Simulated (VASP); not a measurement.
SiO2: single point with LDA

Crystal: SiO2.

```xyz
6
Lattice="4.1302 0.0000 0.0000 0.0000 4.1302 0.0000 0.0000 0.0000 2.7891" Properties=species:S:1:pos:R:3 pbc="T T T"
Si    2.0651    2.0651    1.3945
Si    0.0000    0.0000    0.0000
O     2.8681    2.8681    0.0000
O     0.8030    3.3272    1.3945
O     1.2621    1.2621    0.0000
O     3.3272    0.8030    1.3945
```

```
Program             : VASP 6.6.1
Task                : single point
Functional          : LDA
Potentials or basis : VASP PAW LDA potentials, release 64 (Si, O_h)
Cutoff              : 1340 eV
k mesh              : 6 × 6 × 8
Occupations         : gaussian, width 0.05 eV
Spin                : no spin polarisation
```

```json
{
  "Pressure": "-12.0 GPa",
  "Largest force": "0.135 eV/Å",
  "Band gap on the k mesh": "5.00 eV"
}
```

Forces on the atoms (eV/Å):
```
Si   0.000  0.000  0.000
Si   0.000  0.000  0.000
O    0.096  0.096  0.000
O    0.096 -0.096  0.000
O   -0.096 -0.096  0.000
O   -0.096  0.096  0.000
```

Stress tensor (GPa, compression positive):
```
 -4.11   0.00   0.00
  0.00  -4.11   0.00
  0.00   0.00 -27.91
```

Levels at points of the mesh, in eV from the valence-band top:
```csv
k point,band 14,band 15,band 16,band 17,band 18,band 19
"(0.00, 0.00, 0.00)",-0.81,-0.81,0.00,5.00,5.61,7.40
"(0.50, 0.00, 0.00)",-2.81,-0.99,-0.99,6.90,6.90,8.05
"(0.50, 0.50, 0.00)",-2.83,-2.04,-2.04,6.58,6.58,9.13
"(0.00, 0.00, 0.50)",-3.20,-2.57,-2.57,8.73,8.73,12.05
"(0.50, 0.00, 0.50)",-2.12,-1.68,-1.68,8.49,8.49,9.98
"(0.50, 0.50, 0.50)",-1.57,-1.46,-1.46,6.93,6.93,10.84
```

It took 2.3 min on 1 thread of Intel(R) Xeon(R) Platinum 8488C (Sapphire Rapids) (shared host), peak memory 0.34 GiB.

Caveat: the stress differs along the axes, from -28 to -4 GPa. A k mesh can miss the band edges.
